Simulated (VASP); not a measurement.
**BaAuS: single point with PBE**

BaAuS:

```xyz
6
Lattice="3.0150 4.6902 0.0000 3.0150 -4.6902 0.0000 0.0000 0.0000 -5.8834" Properties=species:S:1:pos:R:3 pbc="T T T"
Ba    3.0150   -1.4882   -4.4126
Ba    3.0150    1.4882   -1.4709
Au    0.0000    0.0000    0.0000
Au    0.0000    0.0000   -2.9417
S     3.0150    2.2802   -4.4126
S     3.0150   -2.2802   -1.4709
```

* Program: VASP 6.6.1
* Task: single point
* Functional: PBE
* Potentials or basis: VASP PAW PBE potentials, release 64 (Ba_sv, Au_sv_GW, S)
* Cutoff: 540 eV
* k mesh: 4 × 4 × 3
* Occupations: fermi-dirac, width 0.1 eV
* Spin: no spin polarisation
* Dipole correction: no
* Further INCAR settings: ALGO = Normal; EDIFF = 1e-06; NBANDS = 44

- Pressure: 0.5 GPa
- Largest force: 0.055 eV/Å
- Band gap on the k mesh: zero (bands 35 and 36 overlap by 1.17 eV)

Forces on the atoms (eV/Å):
```
Ba   0.000  0.055  0.000
Ba   0.000 -0.055  0.000
Au   0.000  0.000  0.000
Au   0.000  0.000  0.000
S    0.000  0.020  0.000
S    0.000 -0.020  0.000
```

Stress tensor (GPa, compression positive):
```
0.54 0.00 0.00
0.00 0.14 0.00
0.00 0.00 0.68
```

Levels at points of the mesh, in eV from the Fermi level:
```
           k point  band 31  band 32  band 33  band 34  band 35  band 36  band 37  band 38  band 39  band 40
(0.00, 0.00, 0.00)    -2.03    -1.96    -1.87    -1.17    -0.57     0.76     0.95     2.14     2.46     3.08
(0.50, 0.00, 0.00)    -2.75    -2.41    -1.90    -1.14     0.17     1.28     1.61     1.74     1.96     3.23
(0.50, 0.50, 0.00)    -2.55    -2.43    -1.60    -0.93     0.76     0.85     1.07     1.81     1.96     3.89
```

Run time: 110 s on 1 thread of Intel(R) Xeon(R) Platinum 8488C (Sapphire Rapids), with other jobs on the host, peak memory 0.33 GiB.

Caveat: spin-orbit coupling is left out, which moves the levels of the heavy elements.
